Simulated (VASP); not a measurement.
# Al2O3 (P-6m2) in VASP: further runs

Runs on Al2O3. Level: LDA. Tasks: single point.

Program: VASP 6.6.1. These are calculated values, not measurements. Logs are shortened: lines on timing, memory, paths and dates and some standing lists are left out, and cuts for length are marked.

**1. The cell of the first run**

Symmetry: P-6m2, No. 187, hexagonal system. Conventional cell: a = 3.000 Å, b = 3.000 Å, c = 9.337 Å, α = 90.00°, β = 90.00°, γ = 120.00°. Al (site symmetry 3m) has 6 O at 1.86 to 2.23 Å within 2.5 Å. Within 2.5 Å of O (site symmetry 3m) lie 3 Al at 1.86 Å. Within 3.0 Å of O (site symmetry -6m2) lie 6 Al at 2.23 Å and 12 O at 2.70 to 3.00 Å.

**2. Single point, LDA (strain +0.040 along x and y, +0.000 along z)**

INCAR reads:

```
  ALGO = Normal
  EDIFF = 1E-6
  ENCUT = 520
  GGA = CA
  ISIF = 2
  ISMEAR = 0
  LASPH = T
  LCHARG = F
  LREAL = F
  LWAVE = F
  NBANDS = 20
  NELM = 100
  PREC = Accurate
  SIGMA = 0.05
```

KPOINTS reads:

```
k-points
0
Gamma
  9 9 4
```

POSCAR reads:

```
Al2O3
1.0
    2.9996979462      0.0000000000      0.0000000000
   -1.4998489731      2.5978146251      0.0000000000
    0.0000000000      0.0000000000      9.3367544600
Al O
2 3
Direct
    0.0000000000      0.0000000000      0.1499923300
    0.0000000000      0.0000000000      0.8500076700
    0.3333333333      0.6666666667      0.2223169200
    0.6666666667      0.3333333333      0.0000000000
    0.3333333333      0.6666666667      0.7776830800
```

Potentials or basis: VASP PAW LDA potentials, release 64 (Al, O).

Launch:

```bash
cat potpaw_LDA.64/Al/POTCAR potpaw_LDA.64/O/POTCAR > POTCAR
mpirun -np 1 vasp_std > vasp.out
```

OUTCAR:

```text
EDIFF = 1E-6
   ENCUT = 520
   GGA = CA
   ISIF = 2
   ISMEAR = 0
   LASPH = T
   LREAL = F
   NELM = 100
   PREC = Accurate

 ion  position               nearest neighbor table
   1  0.000  0.000  0.150-   3 1.86   3 1.86   3 1.86   4 2.23   4 2.23   4 2.23   2 2.80
   2  0.000  0.000  0.850-   5 1.86   5 1.86   5 1.86   4 2.23   4 2.23   4 2.23   1 2.80
   3  0.333  0.667  0.222-   1 1.86   1 1.86   1 1.86
   4  0.667  0.333  0.000-   1 2.23   2 2.23   1 2.23   2 2.23   1 2.23   2 2.23
   5  0.333  0.667  0.778-   2 1.86   2 1.86   2 1.86

  LATTYP: Found a hexagonal cell.
 ALAT       =     2.9996979462
 C/A-ratio  =     3.1125648740

  Lattice vectors:

 A1 = (   2.9996979462,   0.0000000000,   0.0000000000)
 A2 = (  -1.4998489731,   2.5978146251,   0.0000000000)
 A3 = (   0.0000000000,   0.0000000000,   9.3367544600)

Analysis of symmetry for initial positions (statically):
=====================================================================
 Subroutine PRICEL returns:
 Original cell was already a primitive cell.

 Routine SETGRP: Setting up the symmetry group for a
 hexagonal supercell.

 Subroutine GETGRP returns: Found 12 space group operations
 (whereof 12 operations were pure point group operations)
 out of a pool of 24 trial point group operations.

The static configuration has the point symmetry D_3h.

Analysis of symmetry for dynamics (positions and initial velocities):
=====================================================================
 Subroutine PRICEL returns:
 Original cell was already a primitive cell.

 Routine SETGRP: Setting up the symmetry group for a
 hexagonal supercell.

 Subroutine GETGRP returns: Found 12 space group operations
 (whereof 12 operations were pure point group operations)
 out of a pool of 24 trial point group operations.

The dynamic configuration has the point symmetry D_3h.

 Subroutine INISYM returns: Found 12 space group operations
 (whereof 12 operations are pure point group operations),
 and found     1 'primitive' translations

----------------------------------------------------------------------------------------

                                     Primitive cell

  volume of cell :      72.7581

  direct lattice vectors                    reciprocal lattice vectors
     2.999697946  0.000000000  0.000000000     0.333366898  0.192469468  0.000000000
    -1.499848973  2.597814625  0.000000000     0.000000000  0.384938937  0.000000000
     0.000000000  0.000000000  9.336754460     0.000000000  0.000000000  0.107103598

  length of vectors
     2.999697946  2.999697946  9.336754460     0.384938937  0.384938937  0.107103598

  position of ions in fractional coordinates (direct lattice)
     0.000000000  0.000000000  0.149992330
     0.000000000  0.000000000  0.850007670
     0.333333333  0.666666667  0.222316920
     0.666666667  0.333333333  0.000000000
     0.333333333  0.666666667  0.777683080

  ion indices of the primitive-cell ions
   primitive index   ion index
                 1           1
                 2           2
                 3           3
                 4           4
                 5           5

----------------------------------------------------------------------------------------

 KPOINTS: k-points

Automatic generation of k-mesh.
 Grid dimensions read from file:
 generate k-points for:    9    9    4

 Generating k-lattice:

  Cartesian coordinates                     Fractional coordinates (reciprocal lattice)
     0.037040766  0.021385496  0.000000000     0.111111111 -0.000000000  0.000000000
     0.000000000  0.042770993  0.000000000     0.000000000  0.111111111  0.000000000
     0.000000000  0.000000000  0.026775900     0.000000000  0.000000000  0.250000000

  Length of vectors
     0.042770993  0.042770993  0.026775900

  Shift w.r.t. Gamma in fractional coordinates (k-lattice)
     0.000000000  0.000000000  0.000000000

 Subroutine IBZKPT returns following result:
 ===========================================

 Found     36 irreducible k-points:

 Following reciprocal coordinates:
            Coordinates               Weight
  0.000000  0.000000  0.000000      1.000000
  0.111111 -0.000000  0.000000      6.000000
  0.222222 -0.000000  0.000000      6.000000
  0.333333  0.000000  0.000000      6.000000
  0.444444 -0.000000  0.000000      6.000000
  0.111111  0.111111  0.000000      6.000000
[... 16 lines left out ...]
  0.333333  0.222222  0.250000     24.000000
  0.333333  0.333333  0.250000      4.000000
 [... further k-points ...]
   k-points           NKPTS =     36   k-points in BZ     NKDIM =     36   number of bands    NBANDS=     20
   number of dos      NEDOS =    301   number of ions     NIONS =      5
   total plane-waves  NPLWV =  40320
   dimension x,y,z NGX =    24 NGY =   24 NGZ =   70
   dimension x,y,z NGXF=    48 NGYF=   48 NGZF=  140
   ions per type =               2   3
   NGX,Y,Z   is equivalent  to a cutoff of  13.30, 13.30, 12.46 a.u.
   NGXF,Y,Z  is equivalent  to a cutoff of  26.60, 26.60, 24.93 a.u.
 SYSTEM =  unknown system
   PREC   = accura    normal or accurate (medium, high low for compatibility)
   ISTART =      0    job   : 0-new  1-cont  2-samecut
   ICHARG =      2    charge: 1-file 2-atom 10-const
   ISPIN  =      1    spin polarized calculation?
   LNONCOLLINEAR =      F non collinear calculations
   LSORBIT =      F    spin-orbit coupling
   LASPH  =      T    aspherical Exc in radial PAW
   ENCUT  =  520.0 eV  38.22 Ry    6.18 a.u.   5.58  5.58 17.36*2*pi/ulx,y,z
   NELM   =    100;   NELMIN=  2; NELMDL= -5     # of ELM steps
   EDIFF  = 0.1E-05   stopping-criterion for ELM
   LREAL  =      F    real-space projection
   EDIFFG = 0.1E-04   stopping-criterion for IOM
   NSW    =      0    number of steps for IOM
   IBRION =     -1    ionic relax: 0-MD 1-quasi-New 2-CG
   NFREE  =      0    steps in history (QN), initial steepest desc. (CG)
   ISIF   =      2    stress and relaxation
   ISYM   =      2    0-nonsym 1-usesym 2-fastsym
   POTIM  = 0.5000    time-step for ionic-motion
   TEBEG  =    0.0;   TEEND  =   0.0 temperature during run
   PSTRESS=    0.0 pullay stress
   NELECT =      24.0000    total number of electrons
   NUPDOWN=      -1.0000    fix difference up-down
   EMIN   =  10.00;   EMAX   =-10.00  energy-range for DOS
   EFERMI =   0.00;   METHOD = LEGACY
   ISMEAR =     0;   SIGMA  =   0.05  broadening in eV -4-tet -1-fermi 0-gaus
   EFERMI_NEDOS =   21; number of points for ismear=-14 and -15
   IALGO  =     38    algorithm
   IMIX   =      4    mixing-type and parameters
     AMIX     =   0.40;   BMIX     =  1.00
     AMIX_MAG =   1.60;   BMIX_MAG =  1.00
  volume/ion in A,a.u.               =      14.55        98.20
  Fermi-wavevector in a.u.,A,eV,Ry     =   1.131144  2.137553 17.408485  1.279488
  Thomas-Fermi vector in A             =   2.267843
   LORBIT       =      0    0 simple, 1 ext, 2 COOP (PROOUT), +10 PAW based schemes
   GGA     = CA    functional components
   LHFCALC =     F    Hartree Fock is set to
   AEXX    =    0.0000 exact exchange contribution
   IVDW    =     0    specifies the selected vdW correction
   LEPSILON=     F    determine dielectric tensor
   LRPA    =     F    only Hartree local field effects (RPA)
 non-spin polarized calculation
 Gauss-broadening in eV      SIGMA  =   0.05
  energy-cutoff  :      520.00
  volume of cell :       72.76
 maximum number of plane-waves:      1990
 NGX is ok and might be reduce to    24
   NGX = 11   NGY = 11   NGZ = 35

 number of electron      24.0000006 magnetization

 Free energy of the ion-electron system (eV)
  ---------------------------------------------------
  ext. energy  EPLUGINS =         0.00000000
  ---------------------------------------------------
  free energy    TOTEN  =       -39.59260152 eV

  energy without entropy =      -39.59260152  energy(sigma->0) =      -39.59260152

 E-fermi :   0.5500     XC(G=0):  -8.6464

 val. band max:        0.2338675870   @ k =   0.1111   0.1111   0.0000
 cond. band min:       3.9637835805   @ k =   0.0000   0.0000   0.0000
 fundamental gap:      3.7299159935
 Fermi energy:         0.5500431106

 k-point     1 :       0.0000    0.0000    0.0000
  band No.  band energies     occupation
      1     -17.8124      2.00000
      2     -16.7976      2.00000
      3     -15.7157      2.00000
      4      -4.3906      2.00000
      5      -1.7658      2.00000
      6      -1.3623      2.00000
[... 12 lines left out ...]
     19      13.4831      0.00000
     20      13.7650      0.00000

 k-point     2 :       0.1111   -0.0000    0.0000
  band No.  band energies     occupation
      1     -17.6797      2.00000
      2     -16.7015      2.00000
      3     -15.6763      2.00000
      4      -4.3365      2.00000
      5      -2.2908      2.00000
      6      -1.6429      2.00000
[... 12 lines left out ...]
     19      12.9819      0.00000
     20      13.7982      0.00000

 k-point     3 :       0.2222   -0.0000    0.0000
  band No.  band energies     occupation
      1     -17.3096      2.00000
      2     -16.4455      2.00000
      3     -15.5905      2.00000
      4      -4.3602      2.00000
      5      -3.5052      2.00000
      6      -2.5321      2.00000
[... 12 lines left out ...]
     19      12.4307      0.00000
     20      12.9821      0.00000

 k-point     4 :       0.3333    0.0000    0.0000
  band No.  band energies     occupation
      1     -16.7947      2.00000
      2     -16.1294      2.00000
      3     -15.5477      2.00000
      4      -4.8091      2.00000
      5      -4.7365      2.00000
      6      -3.3675      2.00000
[... 429 lines left out ...]
 k-point    23 :       0.3333    0.2222    0.2500
  band No.  band energies     occupation
      1     -16.1204      2.00000
      2     -15.8135      2.00000
      3     -15.6502      2.00000
      4      -5.2541      2.00000
      5      -4.8743      2.00000
      6      -3.7648      2.00000
[... 12 lines left out ...]
     19      12.3892      0.00000
     20      12.9310      0.00000

 k-point    24 :       0.3333    0.3333    0.2500
  band No.  band energies     occupation
      1     -15.8714      2.00000
      2     -15.7871      2.00000
      3     -15.7544      2.00000
      4      -5.2582      2.00000
      5      -4.6011      2.00000
      6      -3.7559      2.00000
[... 12 lines left out ...]
     19      12.1837      0.00000
     20      12.3907      0.00000

 [... further k-points ...]

------------------------ aborting loop because EDIFF is reached ----------------------------------------

  FORCE on cell =-STRESS in cart. coord.  units (eV):
  Direction    XX          YY          ZZ          XY          YZ          ZX
  --------------------------------------------------------------------------------------
  -------------------------------------------------------------------------------------
  Total       -9.7017207     -9.7017207     -3.0474873      0.0000000      0.0000000      0.0000000
  in kB     -213.6376200   -213.6376200    -67.1074701      0.0000000      0.0000000      0.0000000
  external PRESSURE =    -164.7942367 kB  Pullay stress =       0.0000000 kB

 VOLUME and BASIS-vectors are now :
 -----------------------------------------------------------------------------
  energy-cutoff  :      520.00
  volume of cell :       72.76
      direct lattice vectors                 reciprocal lattice vectors
     2.999697946  0.000000000  0.000000000     0.333366898  0.192469468  0.000000000
    -1.499848973  2.597814625  0.000000000     0.000000000  0.384938937  0.000000000
     0.000000000  0.000000000  9.336754460     0.000000000  0.000000000  0.107103598

 POSITION                                       TOTAL-FORCE (eV/Angst)
 -----------------------------------------------------------------------------------
      0.00000      0.00000      1.40044        -0.000000      0.000000      0.675833
      0.00000      0.00000      7.93631        -0.000000     -0.000000     -0.675833
     -0.00000      1.73188      2.07572         0.000000     -0.000000     -1.171435
      1.49985      0.86594      0.00000        -0.000000      0.000000      0.000000
     -0.00000      1.73188      7.26104         0.000000     -0.000000      1.171435
 -----------------------------------------------------------------------------------
    total drift:                               -0.000000      0.000000     -0.000000

  FREE ENERGIE OF THE ION-ELECTRON SYSTEM (eV)
  ---------------------------------------------------
  free  energy   TOTEN  =       -39.5926015223 eV

  energy  without entropy=      -39.5926015223  energy(sigma->0) =      -39.59260152
```

Run time: 82 s. Hardware: 1 thread of AMD EPYC 7R13, shared host; peak memory 0.15 GiB.

Results:

| Item | Value |
| --- | --- |
| Free energy | -39.5926 eV |
| Pressure | -16.5 GPa |
| Largest force | 1.171 eV/Å |
| Band gap on the k mesh | 3.73 eV (least direct gap 3.94 eV) |

Forces on the atoms (eV/Å):
```
Al   0.000  0.000  0.676
Al   0.000  0.000 -0.676
O    0.000  0.000 -1.171
O    0.000  0.000  0.000
O    0.000  0.000  1.171
```

Caveat: the cell differs from its parent crystal (strain +0.040 along x and y, +0.000 along z); the cell stands under tension; an odd mesh through Γ misses points on the zone boundary, where band edges can lie; forces of over 1 eV/Å act on the atoms, so gaps and moduli don't describe the material at rest.

**3. Single point, LDA (strain +0.080 along x and y, -0.040 along z)**

INCAR reads:

```
SYSTEM = Al2O3
ALGO = Normal ; EDIFF = 1E-7
ENCUT = 520 ; GGA = CA
ISIF = 2 ; ISMEAR = 0
LASPH = .True. ; LCHARG = .False.
LREAL = .False. ; LWAVE = .False.
NBANDS = 20 ; NELM = 60
PREC = Accurate ; SIGMA = 0.05
```

KPOINTS reads:

```
k-points
0
Gamma
  9 9 4
  0 0 0
```

Edit POSCAR of step 2 so:

```diff
@@ -2,5 +2,5 @@
 1.0
-    2.9996979462      0.0000000000      0.0000000000
-   -1.4998489731      2.5978146251      0.0000000000
-    0.0000000000      0.0000000000      9.3367544600
+    3.1150709442      0.0000000000      0.0000000000
+   -1.5575354721      2.6977305722      0.0000000000
+    0.0000000000      0.0000000000      8.9632842816
 Al O
```

Potentials or basis: VASP PAW LDA potentials, release 64 (Al, O).

Launch:

```bash
cat potpaw_LDA.64/Al/POTCAR potpaw_LDA.64/O/POTCAR > POTCAR
mpirun -np 1 vasp_std > vasp.out
```

Wall time 90 s (1 thread of AMD EPYC 7R13, shared host); peak memory 0.15 GiB.

The run converged. Its results:

| Quantity | Value |
| --- | --- |
| Free energy | -38.7459 eV |
| Pressure | -21.3 GPa |
| Largest force | 1.549 eV/Å |
| Band gap on the k mesh | 2.74 eV (least direct gap 2.96 eV) |

Forces in eV/Å, atoms in the order of the input:
```
Al   0.000  0.000  1.549
Al   0.000  0.000 -1.549
O    0.000  0.000 -1.209
O    0.000  0.000  0.000
O    0.000  0.000  1.209
```

Stress tensor (GPa, compression positive):
```
-31.19   0.00   0.00
  0.00 -31.19   0.00
  0.00   0.00  -1.58
```

Levels at points of the mesh, in eV from the valence-band top:
```
           k point  band 10  band 11  band 12  band 13  band 14  band 15
(0.00, 0.00, 0.00)    -1.14    -1.14    -0.22     2.74     5.82     5.84
(0.00, 0.00, 0.50)    -1.14    -1.14    -0.29     2.85     5.44     6.08
```

Caveat: the cell differs from its parent crystal (strain +0.080 along x and y, -0.040 along z); the cell stands under tension; an odd mesh through Γ misses points on the zone boundary, where band edges can lie; forces of over 1 eV/Å act on the atoms, so gaps and moduli don't describe the material at rest.

[end of part 1 of 2]
